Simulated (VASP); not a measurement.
Here is a VASP 6.6.1 calculation.

INCAR

```
SYSTEM = BaS
PREC = Accurate ; ENCUT = 520
EDIFF = 1E-8 ; ISMEAR = -1
SIGMA = 0.01 ; LREAL = .FALSE.
LASPH = .TRUE. ; NELM = 100
ALGO = Normal ; ISIF = 2
LWAVE = .FALSE. ; LCHARG = .FALSE.
LEFG = .TRUE. ; NBANDS = 15
```

KPOINTS

```
Automatic mesh
0
G
  7 7 7
  0 0 0
```

POSCAR

```
BaS
1.0
    0.0000000000      3.2149012787      3.2149012787
    3.2149012787      0.0000000000      3.2149012787
    3.2149012787      3.2149012787      0.0000000000
Ba S
1 1
Direct
    0.0000000000      0.0000000000      0.0000000000
    0.5000000000      0.5000000000      0.5000000000
```

Potentials or basis: VASP PAW LDA potentials, release 64 (Ba_sv, S).

Launch:

```console
$ cat potpaw_LDA.64/Ba_sv/POTCAR potpaw_LDA.64/S/POTCAR > POTCAR
$ mpirun -np 1 vasp_std > vasp.out
```

Question: Estimate the pressure.

Answer: -2.6 GPa.

Question: Predict the band gap on the k mesh.

Answer: 2.00 eV, indirect (least direct gap 2.15 eV).

Caveat: without QUAD_EFG the Cq values of the log hold for a quadrupole moment of 1 mb, not for the nuclei; spin-orbit coupling is left out, which moves the levels of the heavy elements. A k mesh can miss the band edges.
